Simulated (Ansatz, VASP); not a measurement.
## ZnS in VASP and in Ansatz

Contents of INCAR:

```
ALGO = Normal
EDIFF = 1E-6
ENCUT = 520
GGA = PE
ISIF = 2
ISMEAR = -1
LASPH = True
LCHARG = True
LELF = True
LREAL = False
LVHAR = True
LWAVE = False
NBANDS = 26
NELM = 80
PREC = Accurate
SIGMA = 0.02
```

File KPOINTS:

```
k-points
0
Gamma
  12 12 4
```

The input POSCAR:

```
ZnS
1.0
    3.5895904813     -0.0271014082      0.0000000000
   -1.8182657486      3.1222272501      0.0000000000
    0.0000000000      0.0000000000      5.8799973210
Zn S
2 2
Direct
    0.0000000000      0.0000000000      0.0000000000
    0.0000000000      0.0000000000      0.5000000000
    0.3350953927      0.6666908812      0.2500000000
    0.6649046073      0.3333091188      0.7500000000
```

Input for Ansatz:

```yaml
crystal:
  lattice:
    - [3.5895904813, -0.0271014082, 0.0]
    - [-1.8182657486, 3.1222272501, 0.0]
    - [0.0, 0.0, 5.879997321]
  atoms:
    - { symbol: Zn, position: [0.0, 0.0, 0.0] }
    - { symbol: Zn, position: [0.0, 0.0, 0.5] }
    - { symbol: S, position: [0.3350953927, 0.6666908812, 0.25] }
    - { symbol: S, position: [0.6649046073, 0.3333091188, 0.75] }
kpoints:
  mp_grid: { grid: [12, 12, 4] }
  band_path:
    path:
      - [0.0, 0.0, 0.0]
      - [0.5, 0.0, 0.0]
      - [0.3333333333, 0.3333333333, 0.0]
      - [0.0, 0.0, 0.5]
      - [0.5, 0.0, 0.5]
      - [0.3333333333, 0.3333333333, 0.5]
      - [0.2, 0.0, 0.0]
    npoints: 1
hamiltonian:
  xc: pbe
scf:
  occupations: { method: fermi_dirac, width: 0.02 }
  n_extra_bands: 5
output:
  forces: true
  stress: true
  eigenvalues: true
```

Change from the starting cell: shear_xy strain -1.5%.

Alike in both runs: task single point; functional PBE; k mesh 12 × 12 × 4; occupations fermi-dirac, width 0.02 eV; no spin polarisation.

|  | VASP | Ansatz |
| --- | --- | --- |
| version | VASP 6.6.1 | Ansatz 0.2.0 |
| potentials or method | VASP PAW PBE potentials, release 64 (Zn, S) | plane waves, PAW |
| plane-wave cutoff (eV) | 520 | 420 |
| valence electrons in the cell | 36 | 36 |

```tsv
	VASP	Ansatz	Ansatz less VASP
pressure (GPa)	2.5	2.3	-0.19
traceless stress, the component that is largest in VASP (GPa)	0.39	0.38	-0.006
rms of the force components (eV/Å)	0.004	0.003	-0.0005
```

Atom by atom the forces differ by 0.001 eV/Å (rms over components). The functional is the same, so the differences come from potentials, cutoffs and numerics.
